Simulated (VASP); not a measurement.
# MgO (P-4m2) in VASP: a series of runs, part 2 of 2

VASP 6.6.1.

### Step 3. Single point, LDA (mode 14 frozen in at -0.029 Å and mode 24 at -0.086 Å (largest displacements))

File INCAR:

```
SYSTEM = MgO
PREC = Accurate
ENCUT = 520
EDIFF = 1E-7
ISMEAR = 0
SIGMA = 0.05
LREAL = .FALSE.
LASPH = .TRUE.
NELM = 60
ALGO = Normal
ISIF = 2
LWAVE = .FALSE.
LCHARG = .TRUE.
LELF = .TRUE.
LVHAR = .TRUE.
NBANDS = 36
```

File KPOINTS:

```
Automatic mesh
0
G
  4 4 4
  0 0 0
```

File POSCAR:

```
MgO
1.0
    5.5230736673      0.0000000000      0.0000000000
    0.0000000000      5.5230736673      0.0000000000
    0.0000000000      0.0000000000      5.5230736673
Mg O
6 6
Direct
    0.2500000000     -0.0132263571      0.5000000000
    0.0000000000      0.5132263571      0.2500000000
    0.5000000000      0.7500000000      0.0000000000
    0.7500000000     -0.0132263571      0.5000000000
    0.0000000000      0.5132263571      0.7500000000
    0.5000000000      0.2500000000      0.0000000000
    0.2500000000      0.4884136337      0.0000000000
    0.5000000000      0.0115863663      0.2500000000
    0.0000000000      0.7500000000      0.5000000000
    0.7500000000      0.4884136337      0.0000000000
    0.5000000000      0.0115863663      0.7500000000
    0.0000000000      0.2500000000      0.5000000000
```

Potentials or basis: VASP PAW LDA potentials, release 64 (Mg, O).

Command:

```bash
$ cat potpaw_LDA.64/Mg/POTCAR potpaw_LDA.64/O/POTCAR > POTCAR
$ mpirun -np 1 vasp_std > vasp.out
```

It took 1.9 min on 1 thread of Intel Xeon 6975P-C, shared host; peak memory 0.26 GiB.

It converged, with:

- Free energy: -77.0677 eV
- Pressure: -0.5 GPa
- Largest force: 1.431 eV/Å
- Band gap on the k mesh: 2.72 eV, indirect (least direct gap 2.73 eV)

Forces on the atoms (eV/Å):
```
Mg   0.138  1.425  0.000
Mg   0.000 -1.425 -0.138
Mg   0.000  0.000  0.000
Mg  -0.138  1.425  0.000
Mg   0.000 -1.425  0.138
Mg   0.000  0.000  0.000
O   -0.122  1.177  0.000
O    0.000 -1.177  0.122
O    0.000  0.000  0.000
O    0.122  1.177  0.000
O    0.000 -1.177 -0.122
O    0.000  0.000  0.000
```

Stress tensor (GPa, compression positive):
```
-0.34  0.00  0.00
 0.00 -0.74  0.00
 0.00  0.00 -0.34
```

Levels at points of the mesh, in eV from the valence-band top:
```
           k point  band 20  band 21  band 22  band 23  band 24  band 25  band 26  band 27  band 28  band 29
(0.00, 0.00, 0.00)    -0.47    -0.47    -0.04    -0.04    -0.02     2.72     5.67     7.80     7.80     7.96
(0.50, 0.00, 0.00)    -0.80    -0.57    -0.38    -0.05    -0.01     4.60     4.63     7.48     7.49     7.68
(0.00, 0.50, 0.00)    -0.83    -0.50    -0.50    -0.05    -0.05     4.40     4.92     7.18     7.70     7.70
(0.50, 0.50, 0.00)    -0.83    -0.71    -0.57    -0.27    -0.05     5.21     5.52     6.11     6.83     7.93
(0.50, 0.00, 0.50)    -0.92    -0.57    -0.38    -0.38     0.00     5.56     5.56     5.61     6.59     8.41
(0.50, 0.50, 0.50)    -0.93    -0.93    -0.91    -0.54    -0.54     6.00     6.00     6.93     6.95     7.60
```

Caveat: the cell differs from its parent crystal (mode 14 frozen in at -0.029 Å and mode 24 at -0.086 Å (largest displacements)); forces of over 1 eV/Å act on the atoms, so gaps and moduli don't describe the material at rest.

### Step 4. Single point, LDA (mode 14 frozen in at -0.072 Å and mode 24 at +0.058 Å (largest displacements))

File INCAR:

```
SYSTEM = MgO
PREC = Accurate ; ENCUT = 520
EDIFF = 1E-6 ; ISMEAR = 0
SIGMA = 0.05 ; LREAL = .False.
LASPH = .True. ; NELM = 100
ALGO = Normal ; ISIF = 2
LWAVE = .False. ; LCHARG = .False.
NBANDS = 36
```

File KPOINTS:

```
Automatic mesh
0
Gamma
  4 4 4
  0 0 0
```

File POSCAR:

```
MgO
1.0
    5.5230736673      0.0000000000      0.0000000000
    0.0000000000      5.5230736673      0.0000000000
    0.0000000000      0.0000000000      5.5230736673
Mg O
6 6
Direct
    0.2500000000     -0.0076949731      0.5000000000
    0.0000000000      0.5076949731      0.2500000000
    0.5000000000      0.7500000000      0.0000000000
    0.7500000000     -0.0076949731      0.5000000000
    0.0000000000      0.5076949731      0.7500000000
    0.5000000000      0.2500000000      0.0000000000
    0.2500000000      0.5205717180      0.0000000000
    0.5000000000     -0.0205717180      0.2500000000
    0.0000000000      0.7500000000      0.5000000000
    0.7500000000      0.5205717180      0.0000000000
    0.5000000000     -0.0205717180      0.7500000000
    0.0000000000      0.2500000000      0.5000000000
```

Potentials or basis: VASP PAW LDA potentials, release 64 (Mg, O).

Command:

```bash
$ cat potpaw_LDA.64/Mg/POTCAR potpaw_LDA.64/O/POTCAR > POTCAR
$ mpirun -np 1 vasp_std > vasp.out
```

OUTCAR:

```text
SYSTEM = MgO
   PREC = Accurate
   ENCUT = 520
   EDIFF = 1E-6
   ISMEAR = 0
   LREAL = .False.
   LASPH = .True.
   NELM = 100
   ISIF = 2

 ion  position               nearest neighbor table
   1  0.250  0.992  0.500-   9 1.92   8 1.95  11 1.95  12 1.98   4 2.76   4 2.76   5 3.31   2 3.31
                             3 3.37   3 3.37   6 3.40   6 3.40   2 3.45   5 3.45
   2  0.000  0.508  0.250-   9 1.92   7 1.95  10 1.95  12 1.98   5 2.76   5 2.76   1 3.31   4 3.31
                             3 3.37   3 3.37   6 3.40   6 3.40   1 3.45   4 3.45
   3  0.500  0.750  0.000-   7 1.87   8 1.87  10 1.87  11 1.87   6 2.76   6 2.76   4 3.37   5 3.37
                             1 3.37   1 3.37   4 3.37   2 3.37   2 3.37   5 3.37
   4  0.750  0.992  0.500-   9 1.92   8 1.95  11 1.95  12 1.98   1 2.76   1 2.76   5 3.31   2 3.31
                             3 3.37   3 3.37   6 3.40   6 3.40   2 3.45   5 3.45
   5  0.000  0.508  0.750-   9 1.92   7 1.95  10 1.95  12 1.98   2 2.76   2 2.76   4 3.31   1 3.31
                             3 3.37   3 3.37   6 3.40   6 3.40   1 3.45   4 3.45
   6  0.500  0.250  0.000-   7 2.03   8 2.03  10 2.03  11 2.03   3 2.76   3 2.76   5 3.40   2 3.40
                             2 3.40   5 3.40   4 3.40   4 3.40   1 3.40   1 3.40
   7  0.250  0.521  0.000-   3 1.87   2 1.95   5 1.95   6 2.03
[... 917 lines left out ...]
  Direction    XX          YY          ZZ          XY          YZ          ZX
  --------------------------------------------------------------------------------------
  -------------------------------------------------------------------------------------
  Total       -0.0949441     -0.2329881     -0.0949441      0.0000000      0.0000000      0.0000000
  in kB       -0.9028928     -2.2156536     -0.9028928      0.0000000      0.0000000      0.0000000
  external PRESSURE =      -1.3404797 kB  Pullay stress =       0.0000000 kB

 VOLUME and BASIS-vectors are now :
 -----------------------------------------------------------------------------
  energy-cutoff  :      520.00
  volume of cell :      168.48
      direct lattice vectors                 reciprocal lattice vectors
     5.523073667  0.000000000  0.000000000     0.181058603  0.000000000  0.000000000
     0.000000000  5.523073667  0.000000000     0.000000000  0.181058603  0.000000000
     0.000000000  0.000000000  5.523073667     0.000000000  0.000000000  0.181058603

 POSITION                                       TOTAL-FORCE (eV/Angst)
 -----------------------------------------------------------------------------------
      1.38077      5.48057      2.76154         0.049669      0.208950      0.000000
      0.00000      2.80404      1.38077        -0.000000     -0.208950     -0.049669
      2.76154      4.14231      0.00000         0.000000      0.000000      0.000000
      4.14231      5.48057      2.76154        -0.049669      0.208950      0.000000
      0.00000      2.80404      4.14231        -0.000000     -0.208950      0.049669
      2.76154      1.38077      0.00000         0.000000      0.000000      0.000000
      1.38077      2.87516      0.00000        -0.258305     -1.388742      0.000000
      2.76154      5.40945      1.38077         0.000000      1.388742      0.258305
      0.00000      4.14231      2.76154         0.000000      0.000000      0.000000
      4.14231      2.87516      0.00000         0.258305     -1.388742      0.000000
      2.76154      5.40945      4.14231         0.000000      1.388742     -0.258305
      0.00000      1.38077      2.76154         0.000000      0.000000      0.000000
 -----------------------------------------------------------------------------------
    total drift:                                0.000000     -0.000000      0.000000

  FREE ENERGIE OF THE ION-ELECTRON SYSTEM (eV)
  ---------------------------------------------------
  free  energy   TOTEN  =       -77.0942172311 eV

  energy  without entropy=      -77.0942172311  energy(sigma->0) =      -77.09421723
```

Run time: 1.7 min. Hardware: 1 thread of Intel Xeon 6975P-C, shared host; peak memory 0.25 GiB.

What came out:

```yaml
Free_energy: -77.0942 eV
Pressure: -0.1 GPa
Largest_force: 1.413 eV/Å
Band_gap_on_the_k_mesh: 2.81 eV, direct
```

Forces in eV/Å, atoms in the order of the input:
```
Mg   0.050  0.209  0.000
Mg   0.000 -0.209 -0.050
Mg   0.000  0.000  0.000
Mg  -0.050  0.209  0.000
Mg   0.000 -0.209  0.050
Mg   0.000  0.000  0.000
O   -0.258 -1.389  0.000
O    0.000  1.389  0.258
O    0.000  0.000  0.000
O    0.258 -1.389  0.000
O    0.000  1.389 -0.258
O    0.000  0.000  0.000
```

Caveat: the cell differs from its parent crystal (mode 14 frozen in at -0.072 Å and mode 24 at +0.058 Å (largest displacements)); forces of over 1 eV/Å act on the atoms, so gaps and moduli don't describe the material at rest.

### Step 5. Single point, LDA

File INCAR:

```
  PREC = Accurate
  ENCUT = 600
  EDIFF = 1E-6
  ISMEAR = 0
  SIGMA = 0.05
  LREAL = F
  LASPH = T
  NELM = 120
  ALGO = Normal
  ISIF = 2
  LWAVE = F
  LCHARG = T
  LELF = T
  LVHAR = T
  NELECT = 49.0
  NBANDS = 36
  GGA_COMPAT = F
```

File KPOINTS:

```
Automatic mesh
0
Gamma
  4 4 4
```

File POSCAR:

```
MgO
1.0
    5.5230736673      0.0000000000      0.0000000000
    0.0000000000      5.5230736673      0.0000000000
    0.0000000000      0.0000000000      5.5230736673
Mg O
6 6
Direct
    0.2500000000      0.0054680047      0.5000000000
    0.0000000000      0.4945319953      0.2500000000
    0.5000000000      0.7500000000      0.0000000000
    0.7500000000      0.0054680047      0.5000000000
    0.0000000000      0.4945319953      0.7500000000
    0.5000000000      0.2500000000      0.0000000000
    0.2500000000      0.5249150480      0.0000000000
    0.5000000000     -0.0249150480      0.2500000000
    0.0000000000      0.7500000000      0.5000000000
    0.7500000000      0.5249150480      0.0000000000
    0.5000000000     -0.0249150480      0.7500000000
    0.0000000000      0.2500000000      0.5000000000
```

Command:

```bash
$ cat potpaw_LDA.64/Mg/POTCAR potpaw_LDA.64/O/POTCAR > POTCAR
$ mpirun -np 1 vasp_std > vasp.out
```

Wall time 96 s (1 thread of Intel Xeon Platinum 8488C (Sapphire Rapids), shared host); peak memory 0.31 GiB.

The run converged. Its results:

| Property | Result |
| --- | --- |
| Free energy | -73.2157 eV |
| Largest force | 1.683 eV/Å |

Forces in eV/Å, atoms in the order of the input:
```
Mg   0.110 -0.744  0.000
Mg   0.000  0.744 -0.110
Mg   0.000  0.000  0.000
Mg  -0.110 -0.744  0.000
Mg   0.000  0.744  0.110
Mg   0.000  0.000  0.000
O   -0.441 -1.625  0.000
O    0.000  1.625  0.441
O    0.000  0.000  0.000
O    0.441 -1.625  0.000
O    0.000  1.625 -0.441
O    0.000  0.000  0.000
```

Levels at points of the mesh, in eV from the Fermi level:
| k point | band 20 | band 21 | band 22 | band 23 | band 24 | band 25 | band 26 | band 27 | band 28 | band 29 |
| --- | --- | --- | --- | --- | --- | --- | --- | --- | --- | --- |
| (0.00, 0.00, 0.00) | -5.11 | -5.11 | -4.53 | -4.46 | -4.46 | -1.92 | 0.96 | 3.16 | 3.16 | 3.37 |
| (0.50, 0.00, 0.00) | -5.27 | -5.11 | -4.97 | -4.53 | -4.47 | -0.05 | -0.03 | 2.83 | 2.88 | 3.01 |
| (0.00, 0.50, 0.00) | -5.29 | -5.04 | -5.04 | -4.46 | -4.46 | -0.21 | 0.26 | 2.63 | 3.06 | 3.06 |
| (0.50, 0.50, 0.00) | -5.23 | -5.16 | -5.09 | -4.86 | -4.46 | 0.48 | 0.86 | 1.63 | 2.20 | 3.20 |
| (0.50, 0.00, 0.50) | -5.30 | -5.00 | -5.00 | -4.97 | -4.53 | 0.87 | 0.87 | 0.94 | 2.00 | 3.95 |
| (0.50, 0.50, 0.50) | -5.40 | -5.31 | -5.31 | -5.17 | -5.17 | 1.28 | 1.28 | 2.17 | 2.35 | 3.10 |

Caveat: the cell carries a net charge on a neutralising background, which shifts energy and pressure; the cell is charged against a uniform background, so pressure and absolute levels hang on convention; an odd number of electrons without spin polarisation forces a metal; a magnetic or distorted state may lie lower.
